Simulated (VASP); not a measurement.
ZnO, 4 atoms in the cell. It takes space group P6_3/mmc (No. 194, hexagonal). Conventional cell: a = 3.266 Å, b = 3.266 Å, c = 6.863 Å, α = 90.00°, β = 90.00°, γ = 120.00°. Within 2.5 Å of Zn (site symmetry -6m2) lie 3 O at 1.89 Å. Within 2.5 Å of O (site symmetry -6m2) lie 3 Zn at 1.89 Å.  This cell differs from its parent crystal: strain +0.1125 x Voigt [0, 0, 1, 0, 0, 0].

```yaml
Program: VASP 6.6.1
Task: single point
Functional: PBE
Dispersion: D3(BJ)
Potentials_or_basis: VASP PAW PBE potentials, release 64 (Zn, O)
Cutoff: 520 eV
k_mesh: 12 × 12 × 6
Occupations: gaussian, width 0.05 eV
Spin: no spin polarisation
Dipole_correction: no
Further_INCAR_settings: ALGO = Normal; EDIFF = 1e-06; NBANDS = 26
```

Potentials or basis: VASP PAW PBE potentials, release 64 (Zn, O).

Launch:

```bash
$ cat potpaw_PBE.64/Zn/POTCAR potpaw_PBE.64/O/POTCAR > POTCAR
$ mpirun -np 1 vasp_std > vasp.out
```

Hardware: 1 thread of Intel(R) Xeon(R) 6975P-C (Granite Rapids) (shared host).

Question: Estimate the wall time of this run.

Answer: Run time: 48 s on 1 thread of Intel(R) Xeon(R) 6975P-C (Granite Rapids), on a shared host, peak memory 0.25 GiB. Counts: scf iterations 15, k points 76.
